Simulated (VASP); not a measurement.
# NbRu3C (Pm-3m) in VASP: a series of runs

The runs below take NbRu3C through single point, with PBE.

All numbers are computed with VASP 6.6.1; they aren't measurements. Logs are shortened: lines on timing, memory, paths and dates and some standing lists are left out, and cuts for length are marked.

**1. The cell of the first run**

The structure is cubic, space group Pm-3m (No. 221). Conventional cell: a = 4.099 Å, b = 4.099 Å, c = 4.099 Å, α = 90.00°, β = 90.00°, γ = 90.00°. Nb (site symmetry m-3m) has 12 Ru at 2.90 Å and 8 C at 3.55 Å within 3.8 Å. Ru (site symmetry 4/mmm) has 2 C at 2.05 Å within 2.7 Å. C (site symmetry m-3m) has 6 Ru at 2.05 Å within 2.7 Å.

**2. Single point, PBE**

File INCAR:

```
ALGO = Normal
EDIFF = 1E-6
ENCUT = 520
GGA = PE
ISIF = 2
ISMEAR = 1
LASPH = T
LCHARG = T
LELF = T
LREAL = F
LVHAR = T
LWAVE = F
NBANDS = 38
NELM = 100
PREC = Accurate
SIGMA = 0.05
```

File KPOINTS:

```
k-points
0
Gamma
  6 6 6
```

File POSCAR:

```
NbRu3C
1.0
    4.0987377220      0.0000000000      0.0000000000
    0.0000000000      4.0987377220      0.0000000000
    0.0000000000      0.0000000000      4.0987377220
Nb Ru C
1 3 1
Direct
    0.0000000000      0.0000000000      0.0000000000
    0.0000000000      0.5000000000      0.5000000000
    0.5000000000      0.0000000000      0.5000000000
    0.5000000000      0.5000000000      0.0000000000
    0.5000000000      0.5000000000      0.5000000000
```

Potentials or basis: VASP PAW PBE potentials, release 64 (Nb_sv, Ru_pv, C).

Run with:

```sh
$ cat potpaw_PBE.64/Nb_sv/POTCAR potpaw_PBE.64/Ru_pv/POTCAR potpaw_PBE.64/C/POTCAR > POTCAR
$ mpirun -np 1 vasp_std > vasp.out
```

OUTCAR:

```text
EDIFF = 1E-6
   ENCUT = 520
   GGA = PE
   ISIF = 2
   ISMEAR = 1
   LASPH = T
   LREAL = F
   NELM = 100
   PREC = Accurate

 ion  position               nearest neighbor table
   1  0.000  0.000  0.000-   2 2.90   3 2.90   4 2.90   2 2.90   3 2.90   2 2.90   4 2.90   2 2.90
                             3 2.90   4 2.90   3 2.90   4 2.90
   2  0.000  0.500  0.500-   5 2.05   5 2.05   4 2.90   1 2.90   1 2.90   4 2.90   1 2.90   3 2.90
                             1 2.90   3 2.90   4 2.90   3 2.90   4 2.90   3 2.90
   3  0.500  0.000  0.500-   5 2.05   5 2.05   4 2.90   1 2.90   1 2.90   4 2.90   2 2.90   4 2.90
                             2 2.90   4 2.90   1 2.90   2 2.90   1 2.90   2 2.90
   4  0.500  0.500  0.000-   5 2.05   5 2.05   3 2.90   1 2.90   2 2.90   3 2.90   2 2.90   1 2.90
                             3 2.90   3 2.90   1 2.90   2 2.90   2 2.90   1 2.90
   5  0.500  0.500  0.500-   2 2.05   3 2.05   4 2.05   4 2.05   3 2.05   2 2.05

  LATTYP: Found a simple cubic cell.
 ALAT       =     4.0987377220

  Lattice vectors:

 A1 = (   4.0987377220,   0.0000000000,   0.0000000000)
 A2 = (   0.0000000000,   4.0987377220,   0.0000000000)
 A3 = (   0.0000000000,   0.0000000000,   4.0987377220)

Analysis of symmetry for initial positions (statically):
=====================================================================
 Subroutine PRICEL returns:
 Original cell was already a primitive cell.

 Routine SETGRP: Setting up the symmetry group for a
 simple cubic supercell.

 Subroutine GETGRP returns: Found 48 space group operations
 (whereof 48 operations were pure point group operations)
 out of a pool of 48 trial point group operations.

The static configuration has the point symmetry O_h .

Analysis of symmetry for dynamics (positions and initial velocities):
=====================================================================
 Subroutine PRICEL returns:
 Original cell was already a primitive cell.

 Routine SETGRP: Setting up the symmetry group for a
 simple cubic supercell.

 Subroutine GETGRP returns: Found 48 space group operations
 (whereof 48 operations were pure point group operations)
 out of a pool of 48 trial point group operations.

The dynamic configuration has the point symmetry O_h .

 Subroutine INISYM returns: Found 48 space group operations
 (whereof 48 operations are pure point group operations),
 and found     1 'primitive' translations

----------------------------------------------------------------------------------------

                                     Primitive cell

  volume of cell :      68.8574

  direct lattice vectors                    reciprocal lattice vectors
     4.098737722  0.000000000  0.000000000     0.243977553  0.000000000  0.000000000
     0.000000000  4.098737722  0.000000000     0.000000000  0.243977553  0.000000000
     0.000000000  0.000000000  4.098737722     0.000000000  0.000000000  0.243977553

  length of vectors
     4.098737722  4.098737722  4.098737722     0.243977553  0.243977553  0.243977553

  position of ions in fractional coordinates (direct lattice)
     0.000000000  0.000000000  0.000000000
     0.000000000  0.500000000  0.500000000
     0.500000000  0.000000000  0.500000000
     0.500000000  0.500000000  0.000000000
     0.500000000  0.500000000  0.500000000

  ion indices of the primitive-cell ions
   primitive index   ion index
                 1           1
                 2           2
                 3           3
                 4           4
                 5           5

----------------------------------------------------------------------------------------

 KPOINTS: k-points

Automatic generation of k-mesh.
 Grid dimensions read from file:
 generate k-points for:    6    6    6

 Generating k-lattice:

  Cartesian coordinates                     Fractional coordinates (reciprocal lattice)
     0.040662926  0.000000000  0.000000000     0.166666667  0.000000000  0.000000000
     0.000000000  0.040662926  0.000000000     0.000000000  0.166666667  0.000000000
     0.000000000  0.000000000  0.040662926     0.000000000  0.000000000  0.166666667

  Length of vectors
     0.040662926  0.040662926  0.040662926

  Shift w.r.t. Gamma in fractional coordinates (k-lattice)
     0.000000000  0.000000000  0.000000000

 Subroutine IBZKPT returns following result:
 ===========================================

 Found     20 irreducible k-points:

 Following reciprocal coordinates:
            Coordinates               Weight
  0.000000  0.000000  0.000000      1.000000
  0.166667  0.000000  0.000000      6.000000
  0.333333  0.000000  0.000000      6.000000
  0.500000  0.000000  0.000000      3.000000
  0.166667  0.166667  0.000000     12.000000
  0.333333  0.166667  0.000000     24.000000
[... 12 lines left out ...]
  0.500000  0.500000  0.333333      6.000000
  0.500000  0.500000  0.500000      1.000000
   k-points           NKPTS =     20   k-points in BZ     NKDIM =     20   number of bands    NBANDS=     38
   number of dos      NEDOS =    301   number of ions     NIONS =      5
   total plane-waves  NPLWV =  27000
   dimension x,y,z NGX =    30 NGY =   30 NGZ =   30
   dimension x,y,z NGXF=    60 NGYF=   60 NGZF=   60
   ions per type =               1   3   1
   NGX,Y,Z   is equivalent  to a cutoff of  12.17, 12.17, 12.17 a.u.
   NGXF,Y,Z  is equivalent  to a cutoff of  24.34, 24.34, 24.34 a.u.
 SYSTEM =  unknown system
   PREC   = accura    normal or accurate (medium, high low for compatibility)
   ISTART =      0    job   : 0-new  1-cont  2-samecut
   ICHARG =      2    charge: 1-file 2-atom 10-const
   ISPIN  =      1    spin polarized calculation?
   LNONCOLLINEAR =      F non collinear calculations
   LSORBIT =      F    spin-orbit coupling
   LASPH  =      T    aspherical Exc in radial PAW
   ENCUT  =  520.0 eV  38.22 Ry    6.18 a.u.   7.62  7.62  7.62*2*pi/ulx,y,z
   NELM   =    100;   NELMIN=  2; NELMDL= -5     # of ELM steps
   EDIFF  = 0.1E-05   stopping-criterion for ELM
   LREAL  =      F    real-space projection
   EDIFFG = 0.1E-04   stopping-criterion for IOM
   NSW    =      0    number of steps for IOM
   IBRION =     -1    ionic relax: 0-MD 1-quasi-New 2-CG
   NFREE  =      0    steps in history (QN), initial steepest desc. (CG)
   ISIF   =      2    stress and relaxation
   ISYM   =      2    0-nonsym 1-usesym 2-fastsym
   POTIM  = 0.5000    time-step for ionic-motion
   TEBEG  =    0.0;   TEEND  =   0.0 temperature during run
   PSTRESS=    0.0 pullay stress
   NELECT =      59.0000    total number of electrons
   NUPDOWN=      -1.0000    fix difference up-down
   EMIN   =  10.00;   EMAX   =-10.00  energy-range for DOS
   EFERMI =   0.00;   METHOD = LEGACY
   ISMEAR =     1;   SIGMA  =   0.05  broadening in eV -4-tet -1-fermi 0-gaus
   EFERMI_NEDOS =   21; number of points for ismear=-14 and -15
   IALGO  =     38    algorithm
   IMIX   =      4    mixing-type and parameters
     AMIX     =   0.40;   BMIX     =  1.00
     AMIX_MAG =   1.60;   BMIX_MAG =  1.00
  volume/ion in A,a.u.               =      13.77        92.93
  Fermi-wavevector in a.u.,A,eV,Ry     =   1.554922  2.938377 32.895942  2.417784
  Thomas-Fermi vector in A             =   2.658938
   LORBIT       =      0    0 simple, 1 ext, 2 COOP (PROOUT), +10 PAW based schemes
   GGA     = PE    functional components
   LHFCALC =     F    Hartree Fock is set to
   AEXX    =    0.0000 exact exchange contribution
   IVDW    =     0    specifies the selected vdW correction
   LEPSILON=     F    determine dielectric tensor
   LRPA    =     F    only Hartree local field effects (RPA)
 non-spin polarized calculation
 Methfessel and Paxton  Order N= 1 SIGMA  =   0.05
  energy-cutoff  :      520.00
  volume of cell :       68.86
 maximum number of plane-waves:      1870
   NGX = 15   NGY = 15   NGZ = 15

 number of electron      59.0000013 magnetization

 Free energy of the ion-electron system (eV)
  ---------------------------------------------------
  ext. energy  EPLUGINS =         0.00000000
  ---------------------------------------------------
  free energy    TOTEN  =       -47.25298457 eV

  energy without entropy =      -47.25005419  energy(sigma->0) =      -47.25200778

 E-fermi :  11.7259     XC(G=0): -13.1934

 val. band max:       11.7255580550   @ k =   0.3333   0.1667   0.0000
 cond. band min:      11.7455790552   @ k =   0.1667   0.1667   0.0000
 fundamental gap:      0.0200210002
 Fermi energy:        11.7258505450

 k-point     1 :       0.0000    0.0000    0.0000
  band No.  band energies     occupation
      1     -44.4038      2.00000
      2     -31.9011      2.00000
      3     -31.9011      2.00000
      4     -31.9011      2.00000
      5     -31.2862      2.00000
      6     -31.2862      2.00000
[... 30 lines left out ...]
     37      14.4937      0.00000
     38      16.8012      0.00000

 k-point     2 :       0.1667    0.0000    0.0000
  band No.  band energies     occupation
      1     -44.4038      2.00000
      2     -31.8944      2.00000
      3     -31.8944      2.00000
      4     -31.8895      2.00000
      5     -31.2993      2.00000
      6     -31.2920      2.00000
[... 30 lines left out ...]
     37      14.4801      0.00000
     38      16.3755      0.00000

 k-point     3 :       0.3333    0.0000    0.0000
  band No.  band energies     occupation
      1     -44.4039      2.00000
      2     -31.8808      2.00000
      3     -31.8808      2.00000
      4     -31.8647      2.00000
      5     -31.3270      2.00000
      6     -31.3062      2.00000
[... 30 lines left out ...]
     37      14.4568      0.00000
[... 617 lines left out ...]
 k-point    19 :       0.5000    0.5000    0.3333
  band No.  band energies     occupation
      1     -44.4021      2.00000
      2     -32.1628      2.00000
      3     -31.7048      2.00000
      4     -31.6740      2.00000
      5     -31.4630      2.00000
      6     -31.4448      2.00000
[... 30 lines left out ...]
     37      14.6385      0.00000
     38      16.4765      0.00000

 k-point    20 :       0.5000    0.5000    0.5000
  band No.  band energies     occupation
      1     -44.4017      2.00000
      2     -32.1927      2.00000
      3     -31.6739      2.00000
      4     -31.6739      2.00000
      5     -31.4650      2.00000
      6     -31.4650      2.00000
[... 30 lines left out ...]
     37      13.8468      0.00000
     38      16.8407      0.00000

------------------------ aborting loop because EDIFF is reached ----------------------------------------

  FORCE on cell =-STRESS in cart. coord.  units (eV):
  Direction    XX          YY          ZZ          XY          YZ          ZX
  --------------------------------------------------------------------------------------
  -------------------------------------------------------------------------------------
  Total       -4.1292793     -4.1292793     -4.1292793     -0.0000000      0.0000000      0.0000000
  in kB      -96.0803231    -96.0803231    -96.0803231     -0.0000000      0.0000000      0.0000000
  external PRESSURE =     -96.0803231 kB  Pullay stress =       0.0000000 kB

 VOLUME and BASIS-vectors are now :
 -----------------------------------------------------------------------------
  energy-cutoff  :      520.00
  volume of cell :       68.86
      direct lattice vectors                 reciprocal lattice vectors
     4.098737722  0.000000000  0.000000000     0.243977553  0.000000000  0.000000000
     0.000000000  4.098737722  0.000000000     0.000000000  0.243977553  0.000000000
     0.000000000  0.000000000  4.098737722     0.000000000  0.000000000  0.243977553

 POSITION                                       TOTAL-FORCE (eV/Angst)
 -----------------------------------------------------------------------------------
      0.00000      0.00000      0.00000         0.000000      0.000000      0.000000
      0.00000      2.04937      2.04937         0.000000      0.000000      0.000000
      2.04937      0.00000      2.04937         0.000000      0.000000      0.000000
      2.04937      2.04937      0.00000         0.000000      0.000000      0.000000
      2.04937      2.04937      2.04937         0.000000      0.000000      0.000000
 -----------------------------------------------------------------------------------
    total drift:                                0.000000      0.000000     -0.000000

  FREE ENERGIE OF THE ION-ELECTRON SYSTEM (eV)
  ---------------------------------------------------
  free  energy   TOTEN  =       -47.2529845676 eV

  energy  without entropy=      -47.2500541943  energy(sigma->0) =      -47.25200778
```

It took 28 s on 1 thread of AMD EPYC 9R45 (Zen 5), shared host; peak memory 0.16 GiB.

Results:

| Property | Result |
| --- | --- |
| Free energy | -47.2530 eV |
| Pressure | -9.6 GPa |

**3. Single point, PBE**

This run uses another cell than the first one, of 14.11 Å³/atom, 1.024 times its volume.

File INCAR:

```
ALGO = Normal
EDIFF = 1E-6
ENCUT = 520
GGA = PE
ISIF = 2
ISMEAR = 1
LASPH = T
LCHARG = F
LREAL = F
LWAVE = F
NBANDS = 38
NELM = 60
PREC = Accurate
SIGMA = 0.05
```

KPOINTS is that of step 2.

Changes to POSCAR since step 2:

```diff
@@ -2,5 +2,5 @@
 1.0
-    4.0987377220      0.0000000000      0.0000000000
-    0.0000000000      4.0987377220      0.0000000000
-    0.0000000000      0.0000000000      4.0987377220
+    4.1317934859      0.0000000000      0.0000000000
+    0.0000000000      4.1317934859      0.0000000000
+    0.0000000000      0.0000000000      4.1317934859
 Nb Ru C
```

Potentials or basis: VASP PAW PBE potentials, release 64 (Nb_sv, Ru_pv, C).

Run with:

```sh
$ cat potpaw_PBE.64/Nb_sv/POTCAR potpaw_PBE.64/Ru_pv/POTCAR potpaw_PBE.64/C/POTCAR > POTCAR
$ mpirun -np 1 vasp_std > vasp.out
```

OUTCAR:

```text
EDIFF = 1E-6
   ENCUT = 520
   GGA = PE
   ISIF = 2
   ISMEAR = 1
   LASPH = T
   LREAL = F
   NELM = 60
   PREC = Accurate

 ion  position               nearest neighbor table
   1  0.000  0.000  0.000-   2 2.92   3 2.92   4 2.92   2 2.92   3 2.92   2 2.92   4 2.92   2 2.92
                             3 2.92   4 2.92   3 2.92   4 2.92
   2  0.000  0.500  0.500-   5 2.07   5 2.07   4 2.92   1 2.92   1 2.92   4 2.92   1 2.92   3 2.92
                             1 2.92   3 2.92   4 2.92   3 2.92   4 2.92   3 2.92
   3  0.500  0.000  0.500-   5 2.07   5 2.07   4 2.92   1 2.92   1 2.92   4 2.92   2 2.92   4 2.92
                             2 2.92   4 2.92   1 2.92   2 2.92   1 2.92   2 2.92
   4  0.500  0.500  0.000-   5 2.07   5 2.07   3 2.92   1 2.92   2 2.92   3 2.92   2 2.92   1 2.92
                             3 2.92   3 2.92   1 2.92   2 2.92   2 2.92   1 2.92
   5  0.500  0.500  0.500-   2 2.07   3 2.07   4 2.07   4 2.07   3 2.07   2 2.07

  LATTYP: Found a simple cubic cell.
 ALAT       =     4.1317934859

  Lattice vectors:

 A1 = (   4.1317934859,   0.0000000000,   0.0000000000)
 A2 = (   0.0000000000,   4.1317934859,   0.0000000000)
 A3 = (   0.0000000000,   0.0000000000,   4.1317934859)

Analysis of symmetry for initial positions (statically):
[... 180 lines left out ...]
 Fermi energy:        11.3329662429

 k-point     1 :       0.0000    0.0000    0.0000
  band No.  band energies     occupation
      1     -44.8268      2.00000
      2     -32.2209      2.00000
      3     -32.2209      2.00000
      4     -32.2209      2.00000
      5     -31.6342      2.00000
      6     -31.6342      2.00000
[... 809 lines left out ...]
     37      13.3778      0.00000
     38      16.2799      0.00000

------------------------ aborting loop because EDIFF is reached ----------------------------------------

  FORCE on cell =-STRESS in cart. coord.  units (eV):
  Direction    XX          YY          ZZ          XY          YZ          ZX
  --------------------------------------------------------------------------------------
  -------------------------------------------------------------------------------------
  Total       -6.6165074     -6.6165074     -6.6165074      0.0000000      0.0000000      0.0000000
  in kB     -150.2877429   -150.2877429   -150.2877429      0.0000000      0.0000000      0.0000000
  external PRESSURE =    -150.2877429 kB  Pullay stress =       0.0000000 kB

 VOLUME and BASIS-vectors are now :
 -----------------------------------------------------------------------------
  energy-cutoff  :      520.00
  volume of cell :       70.54
      direct lattice vectors                 reciprocal lattice vectors
     4.131793486  0.000000000  0.000000000     0.242025649  0.000000000  0.000000000
     0.000000000  4.131793486  0.000000000     0.000000000  0.242025649  0.000000000
     0.000000000  0.000000000  4.131793486     0.000000000  0.000000000  0.242025649

 POSITION                                       TOTAL-FORCE (eV/Angst)
 -----------------------------------------------------------------------------------
      0.00000      0.00000      0.00000         0.000000      0.000000      0.000000
      0.00000      2.06590      2.06590         0.000000      0.000000      0.000000
      2.06590      0.00000      2.06590         0.000000      0.000000      0.000000
      2.06590      2.06590      0.00000         0.000000      0.000000      0.000000
      2.06590      2.06590      2.06590         0.000000      0.000000      0.000000
 -----------------------------------------------------------------------------------
    total drift:                                0.000000     -0.000000     -0.000000

  FREE ENERGIE OF THE ION-ELECTRON SYSTEM (eV)
  ---------------------------------------------------
  free  energy   TOTEN  =       -47.1243061850 eV

  energy  without entropy=      -47.1213545256  energy(sigma->0) =      -47.12332230
```

OSZICAR:

```text
N       E                     dE             d eps       ncg     rms          rms(c)
DAV:   1     0.702783649221E+03    0.70278E+03   -0.34337E+04  1520   0.165E+03
DAV:   2    -0.184784484203E+02   -0.72126E+03   -0.70329E+03  1640   0.558E+02
DAV:   3    -0.503128806678E+02   -0.31834E+02   -0.30521E+02  2360   0.109E+02
DAV:   4    -0.518765951426E+02   -0.15637E+01   -0.15350E+01  2032   0.205E+01
DAV:   5    -0.519297516814E+02   -0.53157E-01   -0.53085E-01  2270   0.364E+00    0.281E+01
DAV:   6    -0.474457328811E+02    0.44840E+01   -0.22301E+01  2038   0.259E+01    0.643E+00
DAV:   7    -0.471642606623E+02    0.28147E+00   -0.17957E+00  1974   0.661E+00    0.524E+00
DAV:   8    -0.472985223731E+02   -0.13426E+00   -0.13053E+00  2290   0.430E+00    0.437E+00
DAV:   9    -0.471286184759E+02    0.16990E+00   -0.58535E-01  1944   0.353E+00    0.143E+00
DAV:  10    -0.471263865562E+02    0.22319E-02   -0.74952E-02  1968   0.124E+00    0.506E-01
DAV:  11    -0.471242995921E+02    0.20870E-02   -0.12118E-02  1916   0.606E-01    0.781E-02
DAV:  12    -0.471242962904E+02    0.33017E-05   -0.73209E-04  2076   0.141E-01    0.390E-02
DAV:  13    -0.471243056792E+02   -0.93889E-05   -0.77883E-05  2546   0.499E-02    0.134E-02
DAV:  14    -0.471243061850E+02   -0.50573E-06   -0.51025E-06  1828   0.133E-02
   1 F= -.47124306E+02 E0= -.47123322E+02  d E =-.295166E-02
```

Wall time 29 s (1 thread of AMD EPYC 9R45 (Zen 5), shared host); peak memory 0.17 GiB.

Results:

* Free energy: -47.1243 eV
* Pressure: -15.0 GPa

[end of part 1 of 2]
